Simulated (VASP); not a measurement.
# CoO (Fm-3m) in VASP: further runs

CoO is run at these levels: PBE; tasks: electric field gradients.

Program: VASP 6.6.1. These are calculated values, not measurements. Logs are shortened: lines on timing, memory, paths and dates and some standing lists are left out, and cuts for length are marked.

**1. The cell of the first run**

The structure is cubic, space group Fm-3m (No. 225). The conventional cell has a = 4.249 Å, b = 4.249 Å, c = 4.249 Å, α = 90.00°, β = 90.00°, γ = 90.00°. Within 2.8 Å of Co (site symmetry m-3m) lie 6 O at 2.12 Å. Within 2.8 Å of O (site symmetry m-3m) lie 6 Co at 2.12 Å.

**2. Electric field gradients, PBE, collinear spin, ferromagnetic start (9.59 Å³/atom)**

File INCAR:

```
SYSTEM = CoO
PREC = Accurate
ENCUT = 520
EDIFF = 1E-8
ISMEAR = -1
SIGMA = 0.05
LREAL = .FALSE.
LASPH = .TRUE.
NELM = 150
ALGO = Normal
ISIF = 2
LWAVE = .FALSE.
LCHARG = .FALSE.
ISPIN = 2
MAGMOM = 2 0
LORBIT = 11
LMAXMIX = 4
GGA = PE
LEFG = .TRUE.
NBANDS = 18
```

File KPOINTS:

```
regular mesh
0
G
  16 16 16
  0 0 0
```

File POSCAR:

```
CoO
1.0
    0.0000000000      2.1243711842      2.1243711842
    2.1243711842      0.0000000000      2.1243711842
    2.1243711842      2.1243711842      0.0000000000
Co O
1 1
Direct
    0.0000000000      0.0000000000      0.0000000000
    0.5000000000      0.5000000000      0.5000000000
```

Potentials or basis: VASP PAW PBE potentials, release 64 (Co, O).

The run is started by

```bash
$ cat potpaw_PBE.64/Co/POTCAR potpaw_PBE.64/O/POTCAR > POTCAR
$ mpirun -np 1 vasp_std > vasp.out
```

OUTCAR:

```text
SYSTEM = CoO
   PREC = Accurate
   ENCUT = 520
   EDIFF = 1E-8
   ISMEAR = -1
   LREAL = .FALSE.
   LASPH = .TRUE.
   NELM = 150
   ISIF = 2
   ISPIN = 2
   LORBIT = 11
   GGA = PE

 ion  position               nearest neighbor table
   1  0.000  0.000  0.000-   2 2.12   2 2.12   2 2.12   2 2.12   2 2.12   2 2.12
   2  0.500  0.500  0.500-   1 2.12   1 2.12   1 2.12   1 2.12   1 2.12   1 2.12

  LATTYP: Found a face centered cubic cell.
 ALAT       =     4.2487423684

  Lattice vectors:

 A1 = (   0.0000000000,   2.1243711842,   2.1243711842)
 A2 = (   2.1243711842,   0.0000000000,   2.1243711842)
 A3 = (   2.1243711842,   2.1243711842,   0.0000000000)

Analysis of symmetry for initial positions (statically):
=====================================================================
 Subroutine PRICEL returns:
 Original cell was already a primitive cell.

 Routine SETGRP: Setting up the symmetry group for a
 face centered cubic supercell.

 Subroutine GETGRP returns: Found 48 space group operations
 (whereof 48 operations were pure point group operations)
 out of a pool of 48 trial point group operations.

The static configuration has the point symmetry O_h .

Analysis of symmetry for dynamics (positions and initial velocities):
=====================================================================
 Subroutine PRICEL returns:
 Original cell was already a primitive cell.

 Routine SETGRP: Setting up the symmetry group for a
 face centered cubic supercell.

 Subroutine GETGRP returns: Found 48 space group operations
 (whereof 48 operations were pure point group operations)
 out of a pool of 48 trial point group operations.

The dynamic configuration has the point symmetry O_h .

Analysis of structural, dynamic, and magnetic symmetry:
=====================================================================
 Subroutine PRICEL returns:
 Original cell was already a primitive cell.

 Routine SETGRP: Setting up the symmetry group for a
 face centered cubic supercell.

 Subroutine GETGRP returns: Found 48 space group operations
 (whereof 48 operations were pure point group operations)
 out of a pool of 48 trial point group operations.

[... 163 lines left out ...]
      6       4.8687      1.00000
[... 493 lines left out ...]
     17      31.2086      0.00000
     18      33.9476      0.00000

 [... further k-points ...]

 spin component 2

 k-point     1 :       0.0000    0.0000    0.0000
  band No.  band energies     occupation
      1     -11.7537      1.00000
      2       5.4157      1.00000
      3       5.4157      1.00000
      4       5.4157      1.00000
      5       6.9003      1.00000
      6       6.9004      1.00000
[... 493 lines left out ...]
     17      32.0278      0.00000
     18      34.7816      0.00000

 [... further k-points ...]

------------------------ aborting loop because EDIFF is reached ----------------------------------------

  FORCE on cell =-STRESS in cart. coord.  units (eV):
  Direction    XX          YY          ZZ          XY          YZ          ZX
  --------------------------------------------------------------------------------------
  -------------------------------------------------------------------------------------
  Total       -0.0883865     -0.0883865     -0.0883865      0.0000000      0.0000000     -0.0000000
  in kB       -7.3854202     -7.3854202     -7.3854202      0.0000000      0.0000000     -0.0000000
  external PRESSURE =      -7.3854202 kB  Pullay stress =       0.0000000 kB

 VOLUME and BASIS-vectors are now :
 -----------------------------------------------------------------------------
  energy-cutoff  :      520.00
  volume of cell :       19.17
      direct lattice vectors                 reciprocal lattice vectors
     0.000000000  2.124371184  2.124371184    -0.235363765  0.235363765  0.235363765
     2.124371184  0.000000000  2.124371184     0.235363765 -0.235363765  0.235363765
     2.124371184  2.124371184  0.000000000     0.235363765  0.235363765 -0.235363765

 POSITION                                       TOTAL-FORCE (eV/Angst)
 -----------------------------------------------------------------------------------
      0.00000      0.00000      0.00000        -0.000000      0.000000     -0.000000
      2.12437      2.12437      2.12437         0.000000      0.000000      0.000000
 -----------------------------------------------------------------------------------
    total drift:                                0.000000     -0.000000     -0.000000

  FREE ENERGIE OF THE ION-ELECTRON SYSTEM (eV)
  ---------------------------------------------------
  free  energy   TOTEN  =       -13.0634635020 eV

  energy  without entropy=      -13.0279484735  energy(sigma->0) =      -13.04570599

 Electric field gradients (V/A^2)
---------------------------------------------------------------------
 ion       V_xx      V_yy      V_zz      V_xy      V_xz      V_yz
---------------------------------------------------------------------
   1      -0.000    -0.000    -0.000     0.002     0.002     0.002
   2       0.000    -0.000     0.000    -0.002    -0.002    -0.002
---------------------------------------------------------------------

 Electric field gradients after diagonalization (V/A^2)
 (convention: |V_zz| > |V_xx| > |V_yy|)
----------------------------------------------------------------------
 ion       V_xx      V_yy      V_zz     asymmetry (V_yy - V_xx)/ V_zz
----------------------------------------------------------------------
   1      -0.002    -0.002     0.003       0.000
   2       0.002     0.002    -0.004       0.000
----------------------------------------------------------------------

           NMR quadrupolar parameters

 Cq : quadrupolar parameter    Cq=e*Q*V_zz/h
 eta: asymmetry parameters     (V_yy - V_xx)/ V_zz
 Q  : nuclear electric quadrupole moment in mb (millibarn)
----------------------------------------------------------------------
 ion       Cq(MHz)       eta       Q (mb)
----------------------------------------------------------------------
   1       0.000       0.000       1.000
   2      -0.000       0.000       1.000
----------------------------------------------------------------------

 total charge

# of ion       s       p       d       tot
------------------------------------------
    1        0.296   0.361   7.150   7.807
    2        1.556   3.427   0.000   4.983
--------------------------------------------------
tot          1.852   3.788   7.150  12.790

 magnetization (x)

# of ion       s       p       d       tot
------------------------------------------
    1        0.021   0.018   2.500   2.538
    2        0.029   0.262   0.000   0.291
--------------------------------------------------
tot          0.049   0.280   2.500   2.829
```

OSZICAR:

```text
N       E                     dE             d eps       ncg     rms          rms(c)
DAV:   1     0.796092051106E+02    0.79609E+02   -0.66066E+03 10752   0.966E+02
[... 12 lines left out ...]
DAV:  14    -0.130634621684E+02    0.45641E-06   -0.38548E-06 13348   0.332E-02    0.126E-02
DAV:  15    -0.130634632997E+02   -0.11313E-05   -0.20296E-06 14680   0.200E-02    0.799E-03
DAV:  16    -0.130634635008E+02   -0.20106E-06   -0.17967E-06 14322   0.206E-02    0.283E-03
DAV:  17    -0.130634635429E+02   -0.42118E-07   -0.24517E-07 12810   0.561E-03    0.115E-03
DAV:  18    -0.130634635265E+02    0.16373E-07   -0.22093E-08  7854   0.203E-03    0.371E-04
DAV:  19    -0.130634635091E+02    0.17449E-07   -0.82156E-09  6948   0.717E-04    0.374E-04
DAV:  20    -0.130634635020E+02    0.71007E-08   -0.24332E-09  5762   0.783E-04
   1 F= -.13063464E+02 E0= -.13045706E+02  d E =-.355150E-01  mag=     2.8785
```

Run time: 47 s. Hardware: 1 thread of Intel Xeon 6975P-C (Granite Rapids), shared host; peak memory 0.2 GiB.

What came out:

* Free energy: -13.0635 eV
* Pressure: -0.7 GPa
* Net moment: 2.88 μB per cell
* Site moments: Co +2.54; O +0.29 μB
* Largest electric field gradient by atom: zero within the noise of the run
* Valence electrons inside the program's atomic spheres: Co 7.81; O 4.98

Caveat: a cell with one magnetic atom can't hold antiferromagnetic order, which such compounds often take; semilocal functionals often make such compounds metallic where correlation or magnetic order opens a gap, which also shifts bond lengths.

**3. Electric field gradients, PBE, collinear spin, ferromagnetic start (9.78 Å³/atom)**

This run uses another cell than the first one, of 9.78 Å³/atom.

File INCAR:

```
SYSTEM = CoO
PREC = Accurate
ENCUT = 520
EDIFF = 1E-8
ISMEAR = -1
SIGMA = 0.05
LREAL = .False.
LASPH = .True.
NELM = 150
ALGO = Normal
ISIF = 2
LWAVE = .False.
LCHARG = .False.
ISPIN = 2
MAGMOM = 2 0
LORBIT = 11
LMAXMIX = 4
GGA = PE
LEFG = .True.
NBANDS = 18
```

File KPOINTS:

```
regular mesh
0
Gamma
  16 16 16
  0 0 0
```

File POSCAR:

```
CoO
1.0
    0.0000000000      2.1385814474      2.1385814474
    2.1385814474      0.0000000000      2.1385814474
    2.1385814474      2.1385814474      0.0000000000
Co O
1 1
Direct
    0.0000000000      0.0000000000      0.0000000000
    0.5000000000      0.5000000000      0.5000000000
```

Potentials or basis: VASP PAW PBE potentials, release 64 (Co, O).

The run is started by

```bash
$ cat potpaw_PBE.64/Co/POTCAR potpaw_PBE.64/O/POTCAR > POTCAR
$ mpirun -np 1 vasp_std > vasp.out
```

OUTCAR:

```text
SYSTEM = CoO
   PREC = Accurate
   ENCUT = 520
   EDIFF = 1E-8
   ISMEAR = -1
   LREAL = .False.
   LASPH = .True.
   NELM = 150
   ISIF = 2
   ISPIN = 2
   LORBIT = 11
   GGA = PE

 ion  position               nearest neighbor table
   1  0.000  0.000  0.000-   2 2.14   2 2.14   2 2.14   2 2.14   2 2.14   2 2.14
   2  0.500  0.500  0.500-   1 2.14   1 2.14   1 2.14   1 2.14   1 2.14   1 2.14

  LATTYP: Found a face centered cubic cell.
 ALAT       =     4.2771628948

  Lattice vectors:

 A1 = (   0.0000000000,   2.1385814474,   2.1385814474)
 A2 = (   2.1385814474,   0.0000000000,   2.1385814474)
 A3 = (   2.1385814474,   2.1385814474,   0.0000000000)

Analysis of symmetry for initial positions (statically):
=====================================================================
 Subroutine PRICEL returns:
 Original cell was already a primitive cell.

 Routine SETGRP: Setting up the symmetry group for a
 face centered cubic supercell.

 Subroutine GETGRP returns: Found 48 space group operations
 (whereof 48 operations were pure point group operations)
 out of a pool of 48 trial point group operations.

The static configuration has the point symmetry O_h .

Analysis of symmetry for dynamics (positions and initial velocities):
=====================================================================
 Subroutine PRICEL returns:
 Original cell was already a primitive cell.

 Routine SETGRP: Setting up the symmetry group for a
 face centered cubic supercell.

 Subroutine GETGRP returns: Found 48 space group operations
 (whereof 48 operations were pure point group operations)
 out of a pool of 48 trial point group operations.

The dynamic configuration has the point symmetry O_h .

Analysis of structural, dynamic, and magnetic symmetry:
=====================================================================
 Subroutine PRICEL returns:
 Original cell was already a primitive cell.

 Routine SETGRP: Setting up the symmetry group for a
 face centered cubic supercell.

 Subroutine GETGRP returns: Found 48 space group operations
 (whereof 48 operations were pure point group operations)
 out of a pool of 48 trial point group operations.

The overall configuration has the point symmetry O_h .

 Subroutine INISYM returns: Found 48 space group operations
 (whereof 48 operations are pure point group operations),
 and found     1 'primitive' translations

----------------------------------------------------------------------------------------

                                     Primitive cell

  volume of cell :      19.5617

  direct lattice vectors                    reciprocal lattice vectors
     0.000000000  2.138581447  2.138581447    -0.233799840  0.233799840  0.233799840
     2.138581447  0.000000000  2.138581447     0.233799840 -0.233799840  0.233799840
     2.138581447  2.138581447  0.000000000     0.233799840  0.233799840 -0.233799840

  length of vectors
     3.024410887  3.024410887  3.024410887     0.404953201  0.404953201  0.404953201

  position of ions in fractional coordinates (direct lattice)
     0.000000000  0.000000000  0.000000000
[... 108 lines left out ...]
   LRPA    =     F    only Hartree local field effects (RPA)
 spin polarized calculation
  energy-cutoff  :      520.00
  volume of cell :       19.56
 maximum number of plane-waves:       544
   NGX = 11   NGY = 11   NGZ = 11

 number of electron      15.0000008 magnetization       2.9309153

 Free energy of the ion-electron system (eV)
  ---------------------------------------------------
  ext. energy  EPLUGINS =         0.00000000
  ---------------------------------------------------
  free energy    TOTEN  =       -13.05830544 eV

  energy without entropy =      -13.02319326  energy(sigma->0) =      -13.04074935

 E-fermi :   7.7277     XC(G=0): -12.3384

 val. band max:        7.7227926084   @ k =  -0.2500   0.1875   0.0000
 cond. band min:       7.7281554955   @ k =   0.2500   0.2500   0.0000
 fundamental gap:      0.0053628871
 Fermi energy:         7.7276874413

 spin component 1

 k-point     1 :       0.0000    0.0000    0.0000
  band No.  band energies     occupation
      1     -12.3401      1.00000
      2       4.4695      1.00000
      3       4.4696      1.00000
      4       4.6758      1.00000
      5       4.6758      1.00000
      6       4.6758      1.00000
[... 493 lines left out ...]
     17      30.6031      0.00000
     18      33.3741      0.00000

 [... further k-points ...]

 spin component 2

 k-point     1 :       0.0000    0.0000    0.0000
  band No.  band energies     occupation
      1     -11.8297      1.00000
      2       5.2441      1.00000
      3       5.2441      1.00000
      4       5.2441      1.00000
      5       6.6604      1.00000
      6       6.6604      1.00000
[... 493 lines left out ...]
     17      31.4167      0.00000
     18      34.2065      0.00000

 [... further k-points ...]

------------------------ aborting loop because EDIFF is reached ----------------------------------------

  FORCE on cell =-STRESS in cart. coord.  units (eV):
  Direction    XX          YY          ZZ          XY          YZ          ZX
  --------------------------------------------------------------------------------------
  -------------------------------------------------------------------------------------
  Total       -0.4742045     -0.4742045     -0.4742045     -0.0000000      0.0000000      0.0000000
  in kB      -38.8390718    -38.8390718    -38.8390718     -0.0000000      0.0000000      0.0000000
  external PRESSURE =     -38.8390718 kB  Pullay stress =       0.0000000 kB

 VOLUME and BASIS-vectors are now :
 -----------------------------------------------------------------------------
  energy-cutoff  :      520.00
  volume of cell :       19.56
      direct lattice vectors                 reciprocal lattice vectors
     0.000000000  2.138581447  2.138581447    -0.233799840  0.233799840  0.233799840
     2.138581447  0.000000000  2.138581447     0.233799840 -0.233799840  0.233799840
     2.138581447  2.138581447  0.000000000     0.233799840  0.233799840 -0.233799840

 POSITION                                       TOTAL-FORCE (eV/Angst)
 -----------------------------------------------------------------------------------
      0.00000      0.00000      0.00000        -0.000000      0.000000      0.000000
      2.13858      2.13858      2.13858         0.000000      0.000000     -0.000000
 -----------------------------------------------------------------------------------
    total drift:                                0.000000     -0.000000     -0.000000

  FREE ENERGIE OF THE ION-ELECTRON SYSTEM (eV)
  ---------------------------------------------------
  free  energy   TOTEN  =       -13.0583054386 eV

  energy  without entropy=      -13.0231932578  energy(sigma->0) =      -13.04074935

 Electric field gradients (V/A^2)
---------------------------------------------------------------------
 ion       V_xx      V_yy      V_zz      V_xy      V_xz      V_yz
---------------------------------------------------------------------
   1      -0.000    -0.000    -0.000     0.001     0.001     0.001
   2      -0.000    -0.000     0.000    -0.002    -0.002    -0.002
---------------------------------------------------------------------

 Electric field gradients after diagonalization (V/A^2)
 (convention: |V_zz| > |V_xx| > |V_yy|)
----------------------------------------------------------------------
 ion       V_xx      V_yy      V_zz     asymmetry (V_yy - V_xx)/ V_zz
----------------------------------------------------------------------
   1      -0.001    -0.001     0.003       0.000
   2       0.002     0.002    -0.004       0.000
----------------------------------------------------------------------

           NMR quadrupolar parameters

 Cq : quadrupolar parameter    Cq=e*Q*V_zz/h
 eta: asymmetry parameters     (V_yy - V_xx)/ V_zz
 Q  : nuclear electric quadrupole moment in mb (millibarn)
----------------------------------------------------------------------
 ion       Cq(MHz)       eta       Q (mb)
----------------------------------------------------------------------
   1       0.000       0.000       1.000
   2      -0.000       0.000       1.000
----------------------------------------------------------------------

 total charge

# of ion       s       p       d       tot
------------------------------------------
    1        0.291   0.348   7.133   7.772
    2        1.556   3.418   0.000   4.974
--------------------------------------------------
tot          1.847   3.766   7.133  12.746

 magnetization (x)

# of ion       s       p       d       tot
------------------------------------------
    1        0.020   0.017   2.538   2.575
    2        0.028   0.275   0.000   0.304
--------------------------------------------------
tot          0.049   0.293   2.538   2.879
```

OSZICAR:

```text
N       E                     dE             d eps       ncg     rms          rms(c)
DAV:   1     0.771420186828E+02    0.77142E+02   -0.65704E+03 10860   0.953E+02
DAV:   2    -0.105766709251E+02   -0.87719E+02   -0.75538E+02 10994   0.220E+02
[... 12 lines left out ...]
DAV:  15    -0.130583051818E+02    0.51610E-07   -0.78617E-06 14986   0.510E-02    0.730E-03
DAV:  16    -0.130583054971E+02   -0.31532E-06   -0.26339E-06 15638   0.214E-02    0.412E-03
DAV:  17    -0.130583055157E+02   -0.18613E-07   -0.28227E-07 14186   0.607E-03    0.195E-03
DAV:  18    -0.130583054660E+02    0.49777E-07   -0.46759E-08 11770   0.264E-03    0.284E-04
DAV:  19    -0.130583054432E+02    0.22741E-07   -0.68388E-09  6196   0.692E-04    0.139E-04
DAV:  20    -0.130583054386E+02    0.46034E-08   -0.11144E-09  5762   0.446E-04
   1 F= -.13058305E+02 E0= -.13040749E+02  d E =-.351122E-01  mag=     2.9309
```

stdout:

```text
POSCAR found type information on POSCAR CoO
 POSCAR found :  2 types and       2 ions
 scaLAPACK will be used
 LDA part: xc-table for (Slater+PW92), standard interpolation
 POSCAR, INCAR and KPOINTS ok, starting setup
 FFT: planning ... GRIDC
 FFT: planning ... GRID_SOFT
 FFT: planning ... GRID
 WAVECAR not read
 entering main loop
ion   1

ion   2
```

Run time: 48 s. Hardware: 1 thread of Intel Xeon 6975P-C (Granite Rapids), shared host; peak memory 0.2 GiB.

What came out:

- Free energy: -13.0583 eV
- Pressure: -3.9 GPa
- Net moment: 2.93 μB per cell
- Site moments: Co +2.58; O +0.30 μB
- Largest electric field gradient by atom: zero within the noise of the run
- Valence electrons inside the program's atomic spheres: Co 7.77; O 4.97

Caveat: the cell stands under tension; a cell with one magnetic atom can't hold antiferromagnetic order, which such compounds often take; semilocal functionals often make such compounds metallic where correlation or magnetic order opens a gap, which also shifts bond lengths.
